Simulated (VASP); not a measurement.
Wanted: the native input for a VASP 6.6.1 run.

```yaml
Task: single point
Functional: LDA
Potentials_or_basis: VASP PAW LDA potentials, release 64 (As)
Cutoff: 520 eV
k_mesh: 6 × 6 × 4
Occupations: gaussian, width 0.1 eV
Spin: no spin polarisation
Dipole_correction: no
Further_INCAR_settings: ALGO = Normal; EDIFF = 1e-07; NBANDS = 18
```

The structure of As lies in POSCAR:

```
As
1.0
    1.8250000000     -5.5000000000      0.0000000000
    1.8250000000      5.5000000000      0.0000000000
    0.0000000000      0.0000000000      4.4700000000
As
4
Direct
    0.1100000000      0.8900000000      0.0600000000
    0.6100000000      0.3900000000      0.4400000000
    0.8900000000      0.1100000000      0.9400000000
    0.3900000000      0.6100000000      0.5600000000
```

These files were run (other wordings do the same):

INCAR

```
SYSTEM = As
PREC = Accurate
ENCUT = 520
EDIFF = 1E-7
ISMEAR = 0
SIGMA = 0.1
LREAL = .False.
LASPH = .True.
NELM = 80
ALGO = Normal
ISIF = 2
LWAVE = .False.
LCHARG = .False.
GGA = CA
NBANDS = 18
```

KPOINTS

```
regular mesh
0
Gamma
  6 6 4
  0 0 0
```

Potentials or basis: VASP PAW LDA potentials, release 64 (As).

Run with:

```console
$ cat potpaw_LDA.64/As/POTCAR > POTCAR
$ mpirun -np 1 vasp_std > vasp.out
```

Results of the run:

```json
{"Pressure": "-1.5 GPa", "Largest force": "0.127 eV/Å"}
```

It took 83 s on 1 thread of Intel(R) Xeon(R) Platinum 8259CL CPU @ 2.50GHz (Skylake/Cascade Lake), on a shared host, peak memory 0.23 GiB.
